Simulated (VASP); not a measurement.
# RbBr (Pm-3m) in VASP: notebook

Runs on RbBr. Level: LDA. Tasks: single point.

Everything below comes from runs of VASP 6.6.1. Logs are shortened: lines on timing, memory, paths and dates and some standing lists are left out, and cuts for length are marked.

**1. The cell of the first run**

It takes space group Pm-3m (No. 221, cubic). Conventional cell: a = 4.126 Å, b = 4.126 Å, c = 4.126 Å, α = 90.00°, β = 90.00°, γ = 90.00°. Within 4.7 Å of Rb (site symmetry m-3m) lie 8 Br at 3.57 Å and 6 Rb at 4.13 Å. Within 4.7 Å of Br (site symmetry m-3m) lie 8 Rb at 3.57 Å and 6 Br at 4.13 Å.

**2. Single point, LDA**

File INCAR:

```
SYSTEM = RbBr
ALGO = Normal
EDIFF = 1E-6
ENCUT = 520
GGA = CA
ISIF = 2
ISMEAR = 0
LASPH = .True.
LCHARG = .True.
LELF = .True.
LREAL = .False.
LVHAR = .True.
LWAVE = .False.
NBANDS = 15
NELM = 100
PREC = Accurate
SIGMA = 0.05
```

File KPOINTS:

```
k-points
0
Gamma
  8 8 8
  0 0 0
```

File POSCAR:

```
RbBr
1.0
    4.1260773000      0.0000000000      0.0000000000
    0.0000000000      4.1260773000      0.0000000000
    0.0000000000      0.0000000000      4.1260773000
Rb Br
1 1
Direct
    0.0000000000      0.0000000000      0.0000000000
    0.5000000000      0.5000000000      0.5000000000
```

Potentials or basis: VASP PAW LDA potentials, release 64 (Rb_sv, Br).

On the command line:

```sh
$ cat potpaw_LDA.64/Rb_sv/POTCAR potpaw_LDA.64/Br/POTCAR > POTCAR
$ mpirun -np 1 vasp_std > vasp.out
```

OUTCAR:

```text
SYSTEM = RbBr
   EDIFF = 1E-6
   ENCUT = 520
   GGA = CA
   ISIF = 2
   ISMEAR = 0
   LASPH = .True.
   LREAL = .False.
   NELM = 100
   PREC = Accurate

 ion  position               nearest neighbor table
   1  0.000  0.000  0.000-   2 3.57   2 3.57   2 3.57   2 3.57   2 3.57   2 3.57   2 3.57   2 3.57

   2  0.500  0.500  0.500-   1 3.57   1 3.57   1 3.57   1 3.57   1 3.57   1 3.57   1 3.57   1 3.57

  LATTYP: Found a simple cubic cell.
 ALAT       =     4.1260773000

  Lattice vectors:

 A1 = (   4.1260773000,   0.0000000000,   0.0000000000)
 A2 = (   0.0000000000,   4.1260773000,   0.0000000000)
 A3 = (   0.0000000000,   0.0000000000,   4.1260773000)

Analysis of symmetry for initial positions (statically):
=====================================================================
 Subroutine PRICEL returns:
 Original cell was already a primitive cell.

 Routine SETGRP: Setting up the symmetry group for a
 simple cubic supercell.

 Subroutine GETGRP returns: Found 48 space group operations
 (whereof 48 operations were pure point group operations)
 out of a pool of 48 trial point group operations.

The static configuration has the point symmetry O_h .

Analysis of symmetry for dynamics (positions and initial velocities):
=====================================================================
 Subroutine PRICEL returns:
 Original cell was already a primitive cell.

 Routine SETGRP: Setting up the symmetry group for a
 simple cubic supercell.

 Subroutine GETGRP returns: Found 48 space group operations
 (whereof 48 operations were pure point group operations)
 out of a pool of 48 trial point group operations.

The dynamic configuration has the point symmetry O_h .

 Subroutine INISYM returns: Found 48 space group operations
 (whereof 48 operations are pure point group operations),
 and found     1 'primitive' translations

----------------------------------------------------------------------------------------

                                     Primitive cell

  volume of cell :      70.2445

  direct lattice vectors                    reciprocal lattice vectors
     4.126077300  0.000000000  0.000000000     0.242360947  0.000000000  0.000000000
     0.000000000  4.126077300  0.000000000     0.000000000  0.242360947  0.000000000
     0.000000000  0.000000000  4.126077300     0.000000000  0.000000000  0.242360947

  length of vectors
     4.126077300  4.126077300  4.126077300     0.242360947  0.242360947  0.242360947

  position of ions in fractional coordinates (direct lattice)
     0.000000000  0.000000000  0.000000000
     0.500000000  0.500000000  0.500000000

  ion indices of the primitive-cell ions
   primitive index   ion index
                 1           1
                 2           2

----------------------------------------------------------------------------------------

 KPOINTS: k-points

Automatic generation of k-mesh.
 Grid dimensions read from file:
 generate k-points for:    8    8    8

 Generating k-lattice:

  Cartesian coordinates                     Fractional coordinates (reciprocal lattice)
     0.030295118  0.000000000  0.000000000     0.125000000  0.000000000  0.000000000
     0.000000000  0.030295118  0.000000000     0.000000000  0.125000000  0.000000000
     0.000000000  0.000000000  0.030295118     0.000000000  0.000000000  0.125000000

  Length of vectors
     0.030295118  0.030295118  0.030295118

  Shift w.r.t. Gamma in fractional coordinates (k-lattice)
     0.000000000  0.000000000  0.000000000

 Subroutine IBZKPT returns following result:
 ===========================================

 Found     35 irreducible k-points:

 Following reciprocal coordinates:
            Coordinates               Weight
  0.000000  0.000000  0.000000      1.000000
  0.125000  0.000000  0.000000      6.000000
  0.250000  0.000000  0.000000      6.000000
  0.375000  0.000000  0.000000      6.000000
  0.500000  0.000000  0.000000      3.000000
  0.125000  0.125000  0.000000     12.000000
[... 16 lines left out ...]
  0.375000  0.375000  0.125000     24.000000
  0.500000  0.375000  0.125000     24.000000
 [... further k-points ...]
   k-points           NKPTS =     35   k-points in BZ     NKDIM =     35   number of bands    NBANDS=     15
   number of dos      NEDOS =    301   number of ions     NIONS =      2
   total plane-waves  NPLWV =  32768
   dimension x,y,z NGX =    32 NGY =   32 NGZ =   32
   dimension x,y,z NGXF=    64 NGYF=   64 NGZF=   64
   ions per type =               1   1
   NGX,Y,Z   is equivalent  to a cutoff of  12.89, 12.89, 12.89 a.u.
   NGXF,Y,Z  is equivalent  to a cutoff of  25.79, 25.79, 25.79 a.u.
 SYSTEM =  RbBr
   PREC   = accura    normal or accurate (medium, high low for compatibility)
   ISTART =      0    job   : 0-new  1-cont  2-samecut
   ICHARG =      2    charge: 1-file 2-atom 10-const
   ISPIN  =      1    spin polarized calculation?
   LNONCOLLINEAR =      F non collinear calculations
   LSORBIT =      F    spin-orbit coupling
   LASPH  =      T    aspherical Exc in radial PAW
   ENCUT  =  520.0 eV  38.22 Ry    6.18 a.u.   7.67  7.67  7.67*2*pi/ulx,y,z
   NELM   =    100;   NELMIN=  2; NELMDL= -5     # of ELM steps
   EDIFF  = 0.1E-05   stopping-criterion for ELM
   LREAL  =      F    real-space projection
   EDIFFG = 0.1E-04   stopping-criterion for IOM
   NSW    =      0    number of steps for IOM
   IBRION =     -1    ionic relax: 0-MD 1-quasi-New 2-CG
   NFREE  =      0    steps in history (QN), initial steepest desc. (CG)
   ISIF   =      2    stress and relaxation
   ISYM   =      2    0-nonsym 1-usesym 2-fastsym
   POTIM  = 0.5000    time-step for ionic-motion
   TEBEG  =    0.0;   TEEND  =   0.0 temperature during run
   PSTRESS=    0.0 pullay stress
   NELECT =      16.0000    total number of electrons
   NUPDOWN=      -1.0000    fix difference up-down
   EMIN   =  10.00;   EMAX   =-10.00  energy-range for DOS
   EFERMI =   0.00;   METHOD = LEGACY
   ISMEAR =     0;   SIGMA  =   0.05  broadening in eV -4-tet -1-fermi 0-gaus
   EFERMI_NEDOS =   21; number of points for ismear=-14 and -15
   IALGO  =     38    algorithm
   IMIX   =      4    mixing-type and parameters
     AMIX     =   0.40;   BMIX     =  1.00
     AMIX_MAG =   1.60;   BMIX_MAG =  1.00
  volume/ion in A,a.u.               =      35.12       237.02
  Fermi-wavevector in a.u.,A,eV,Ry     =   0.999795  1.889338 13.600238  0.999589
  Thomas-Fermi vector in A             =   2.132108
   LORBIT       =      0    0 simple, 1 ext, 2 COOP (PROOUT), +10 PAW based schemes
   GGA     = CA    functional components
   LHFCALC =     F    Hartree Fock is set to
   AEXX    =    0.0000 exact exchange contribution
   IVDW    =     0    specifies the selected vdW correction
   LEPSILON=     F    determine dielectric tensor
   LRPA    =     F    only Hartree local field effects (RPA)
 non-spin polarized calculation
 Gauss-broadening in eV      SIGMA  =   0.05
  energy-cutoff  :      520.00
  volume of cell :       70.24
 maximum number of plane-waves:      1924
 NGX is ok and might be reduce to    32
   NGX = 15   NGY = 15   NGZ = 15

 number of electron      16.0000002 magnetization

 Free energy of the ion-electron system (eV)
  ---------------------------------------------------
  ext. energy  EPLUGINS =         0.00000000
  ---------------------------------------------------
  free energy    TOTEN  =        -6.66873298 eV

  energy without entropy =       -6.66873298  energy(sigma->0) =       -6.66873298

 E-fermi :  -0.6014     XC(G=0):  -8.4039

 val. band max:       -0.8572850077   @ k =   0.5000   0.5000   0.0000
 cond. band min:       2.8315323849   @ k =   0.0000   0.0000   0.0000
 fundamental gap:      3.6888173926
 Fermi energy:        -0.6013625016

 k-point     1 :       0.0000    0.0000    0.0000
  band No.  band energies     occupation
      1     -25.8025      2.00000
      2     -13.5075      2.00000
      3      -9.8476      2.00000
      4      -9.8476      2.00000
      5      -9.8476      2.00000
      6      -1.0157      2.00000
      7      -1.0157      2.00000
      8      -1.0157      2.00000
      9       2.8315      0.00000
     10       4.4468      0.00000
     11       4.4468      0.00000
     12       8.9485      0.00000
     13       8.9485      0.00000
     14       8.9485      0.00000
     15      11.6888      0.00000

 k-point     2 :       0.1250    0.0000    0.0000
  band No.  band energies     occupation
      1     -25.7993      2.00000
      2     -13.5061      2.00000
      3      -9.8722      2.00000
      4      -9.8402      2.00000
      5      -9.8402      2.00000
      6      -1.3464      2.00000
      7      -1.0270      2.00000
      8      -1.0270      2.00000
      9       3.2421      0.00000
     10       4.5651      0.00000
     11       4.8009      0.00000
     12       8.8532      0.00000
     13       8.8532      0.00000
     14       9.0370      0.00000
     15      10.8087      0.00000

 k-point     3 :       0.2500    0.0000    0.0000
  band No.  band energies     occupation
      1     -25.7916      2.00000
      2     -13.5038      2.00000
      3      -9.9269      2.00000
      4      -9.8223      2.00000
      5      -9.8223      2.00000
      6      -1.9751      2.00000
      7      -1.0552      2.00000
      8      -1.0552      2.00000
      9       4.1577      0.00000
     10       4.9083      0.00000
     11       5.6694      0.00000
     12       8.7177      0.00000
     13       8.7177      0.00000
     14       9.2801      0.00000
     15       9.4104      0.00000

 k-point     4 :       0.3750    0.0000    0.0000
  band No.  band energies     occupation
      1     -25.7839      2.00000
      2     -13.5030      2.00000
      3      -9.9752      2.00000
      4      -9.8042      2.00000
      5      -9.8042      2.00000
      6      -2.4757      2.00000
      7      -1.0848      2.00000
      8      -1.0848      2.00000
      9       5.2186      0.00000
     10       5.4113      0.00000
     11       6.4345      0.00000
     12       8.2070      0.00000
     13       8.7322      0.00000
     14       8.7322      0.00000
     15       9.5864      0.00000
[... 307 lines left out ...]
 k-point    22 :       0.5000    0.2500    0.1250
  band No.  band energies     occupation
      1     -25.7679      2.00000
      2     -13.3909      2.00000
      3     -10.0877      2.00000
      4      -9.9856      2.00000
      5      -9.8327      2.00000
      6      -2.2728      2.00000
      7      -1.5947      2.00000
      8      -1.1562      2.00000
      9       5.2469      0.00000
     10       5.8680      0.00000
     11       6.6126      0.00000
     12       7.5956      0.00000
     13       8.1585      0.00000
     14       8.3405      0.00000
     15      10.4999      0.00000

 k-point    23 :       0.3750    0.3750    0.1250
  band No.  band energies     occupation
      1     -25.7639      2.00000
      2     -13.3500      2.00000
      3     -10.1192      2.00000
      4     -10.0699      2.00000
      5      -9.8236      2.00000
      6      -2.0178      2.00000
      7      -1.8757      2.00000
      8      -1.1488      2.00000
      9       4.8330      0.00000
     10       5.7224      0.00000
     11       7.0191      0.00000
     12       7.1919      0.00000
     13       8.3285      0.00000
     14       8.5081      0.00000
     15      10.5396      0.00000

 k-point    24 :       0.5000    0.3750    0.1250
  band No.  band energies     occupation
      1     -25.7609      2.00000
      2     -13.3264      2.00000
      3     -10.1418      2.00000
      4     -10.1139      2.00000
      5      -9.8175      2.00000
      6      -2.0680      2.00000
      7      -1.8753      2.00000
      8      -1.1281      2.00000
      9       4.6561      0.00000
     10       5.6486      0.00000
     11       6.9463      0.00000
     12       7.1049      0.00000
     13       8.5920      0.00000
     14       9.1046      0.00000
     15      10.7096      0.00000

 [... further k-points ...]

------------------------ aborting loop because EDIFF is reached ----------------------------------------

  FORCE on cell =-STRESS in cart. coord.  units (eV):
  Direction    XX          YY          ZZ          XY          YZ          ZX
  --------------------------------------------------------------------------------------
  -------------------------------------------------------------------------------------
  Total       -0.8497387     -0.8497387     -0.8497387     -0.0000000     -0.0000000     -0.0000000
  in kB      -19.3813451    -19.3813451    -19.3813451     -0.0000000     -0.0000000     -0.0000000
  external PRESSURE =     -19.3813451 kB  Pullay stress =       0.0000000 kB

 VOLUME and BASIS-vectors are now :
 -----------------------------------------------------------------------------
  energy-cutoff  :      520.00
  volume of cell :       70.24
      direct lattice vectors                 reciprocal lattice vectors
     4.126077300  0.000000000  0.000000000     0.242360947  0.000000000  0.000000000
     0.000000000  4.126077300  0.000000000     0.000000000  0.242360947  0.000000000
     0.000000000  0.000000000  4.126077300     0.000000000  0.000000000  0.242360947

 POSITION                                       TOTAL-FORCE (eV/Angst)
 -----------------------------------------------------------------------------------
      0.00000      0.00000      0.00000         0.000000      0.000000      0.000000
      2.06304      2.06304      2.06304         0.000000      0.000000      0.000000
 -----------------------------------------------------------------------------------
    total drift:                                0.000000      0.000000     -0.000000

  FREE ENERGIE OF THE ION-ELECTRON SYSTEM (eV)
  ---------------------------------------------------
  free  energy   TOTEN  =        -6.6687329806 eV

  energy  without entropy=       -6.6687329806  energy(sigma->0) =       -6.66873298
```

It took 21 s on 1 thread of Intel Xeon Platinum 8259CL at 2.50GHz (Skylake/Cascade Lake), shared host; peak memory 0.17 GiB.

Results:

```yaml
Free_energy: -6.6687 eV
Pressure: -1.9 GPa
Band_gap_on_the_k_mesh: 3.69 eV, indirect (least direct gap 3.85 eV)
```

A k mesh can miss the band edges. Expect the measured gap to be larger: semilocal functionals such as LDA lack the derivative discontinuity.

**3. Single point, LDA**

File INCAR:

```
SYSTEM = RbBr
PREC = Accurate
ENCUT = 520
EDIFF = 1E-6
ISMEAR = 0
SIGMA = 0.05
LREAL = .FALSE.
LASPH = .TRUE.
NELM = 100
ALGO = Normal
ISIF = 2
LWAVE = .FALSE.
LCHARG = .FALSE.
NBANDS = 15
```

File KPOINTS:

```
Automatic mesh
0
G
  8 8 8
  0 0 0
```

POSCAR is that of step 2.

Potentials or basis: VASP PAW LDA potentials, release 64 (Rb_sv, Br).

On the command line:

```sh
$ cat potpaw_LDA.64/Rb_sv/POTCAR potpaw_LDA.64/Br/POTCAR > POTCAR
$ mpirun -np 1 vasp_std > vasp.out
```

Wall time 25 s (1 thread of Intel Xeon Platinum 8259CL at 2.50GHz (Skylake/Cascade Lake), shared host); peak memory 0.17 GiB.

The run converged. Its results:

| Quantity | Value |
| --- | --- |
| Free energy | -6.6687 eV |
| Pressure | -1.9 GPa |
| Band gap on the k mesh | 3.69 eV, indirect (least direct gap 3.85 eV) |

Levels at points of the mesh, in eV from the valence-band top:
```tsv
k point	band 4	band 5	band 6	band 7	band 8	band 9	band 10	band 11	band 12	band 13
(0.00, 0.00, 0.00)	-8.99	-8.99	-0.16	-0.16	-0.16	3.69	5.30	5.30	9.81	9.81
(0.50, 0.00, 0.00)	-8.94	-8.94	-1.80	-0.24	-0.24	6.60	6.78	7.34	8.49	9.68
(0.50, 0.50, 0.00)	-9.32	-8.90	-1.08	-1.08	0.00	4.99	5.95	7.77	7.77	10.44
(0.50, 0.50, 0.50)	-9.23	-9.23	-1.39	-1.39	-1.39	7.94	7.94	7.94	9.17	9.17
```

A k mesh can miss the band edges. As with any semilocal functional, this LDA gap is likely too small.

**4. Single point, LDA**

File INCAR:

```
SYSTEM = RbBr
PREC     = Accurate       ! precision mode
ENCUT    = 520            ! plane-wave cutoff, eV
EDIFF    = 1E-7           ! SCF threshold, eV
ISMEAR   = 0              ! smearing method
SIGMA    = 0.05           ! smearing width, eV
LREAL    = .False.        ! projectors in reciprocal space
LASPH    = .True.         ! aspherical terms in the spheres
NELM     = 60             ! most SCF steps
ALGO     = Normal         ! electronic algorithm
ISIF     = 2              ! what is computed and relaxed
LWAVE    = .False.        ! write WAVECAR
LCHARG   = .False.        ! write CHGCAR
NELECT   = 15.9         
NBANDS   = 15             ! bands
```

File KPOINTS:

```
Automatic mesh
0
Gamma
  8 8 8
  0 0 0
```

POSCAR is that of step 3.

On the command line:

```sh
$ cat potpaw_LDA.64/Rb_sv/POTCAR potpaw_LDA.64/Br/POTCAR > POTCAR
$ mpirun -np 1 vasp_std > vasp.out
```

Wall time 27 s (1 thread of Intel Xeon Platinum 8259CL at 2.50GHz (Skylake/Cascade Lake), shared host); peak memory 0.17 GiB.

Results (log left out):

```yaml
Free_energy: -6.5736 eV
```

Levels at points of the mesh, in eV from the Fermi level:
| k point | band 5 | band 6 | band 7 | band 8 | band 9 | band 10 | band 11 | band 12 |
| --- | --- | --- | --- | --- | --- | --- | --- | --- |
| (0.00, 0.00, 0.00) | -8.70 | -0.07 | -0.07 | -0.07 | 3.93 | 5.56 | 5.56 | 10.06 |
| (0.50, 0.00, 0.00) | -8.65 | -1.67 | -0.15 | -0.15 | 6.89 | 7.00 | 7.56 | 8.69 |
| (0.50, 0.50, 0.00) | -8.61 | -0.97 | -0.97 | 0.08 | 5.25 | 6.18 | 8.02 | 8.02 |
| (0.50, 0.50, 0.50) | -8.94 | -1.27 | -1.27 | -1.27 | 8.18 | 8.18 | 8.18 | 9.39 |

Caveat: the cell carries a net charge on a neutralising background, which shifts energy and pressure; the cell is charged against a uniform background, so pressure and absolute levels hang on convention.
